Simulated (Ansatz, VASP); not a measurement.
# One calculation of Al3Cu2, two programs

```xyz
5
Lattice="4.0198 0.0000 0.0000 -2.0099 3.4812 0.0000 0.0000 0.0000 4.8901" Properties=species:S:1:pos:R:3 pbc="T T T"
Al    0.0000    0.0000    0.0000
Al    0.0000    2.3208    1.7180
Al    2.0099    1.1604    3.1721
Cu    0.0000    2.3208    4.1150
Cu    2.0099    1.1604    0.7750
```

Change from the starting cell: equal strain along all axes, cell held, atoms relaxed: -2.0 %.

Alike in both runs: functional r2SCAN; k mesh 12 × 12 × 8; occupations gaussian, width 0.1 eV; no spin polarisation.

Ansatz relaxed the structure, and its values are those at the end. VASP's run is a single point on that final structure, the one shown.

```csv
,VASP,Ansatz
version,VASP 6.6.1,Ansatz 0.2.0
potentials or method,"VASP PAW PBE potentials, release 64 (Al, Cu), cutoff 520 eV","scalar-relativistic, plane waves, PAW"
valence electrons in the cell,31,47
```

```tsv
	VASP	Ansatz	Ansatz less VASP
gap on the k mesh at the Fermi level (eV)	none	none	-
pressure (GPa)	8.0	8.2	+0.17
rms of the force components (eV/Å)	0.004	0.000	-0.0039
```

VASP's potentials were made for PBE, not for r2SCAN. A gap of «none» marks a metal or a gap that the smearing closes. VASP's potentials hold 31 valence electrons a cell and Ansatz's 47, so a difference there can come from the potentials and not from the codes. Ansatz's warnings: stress scf threshold loose.
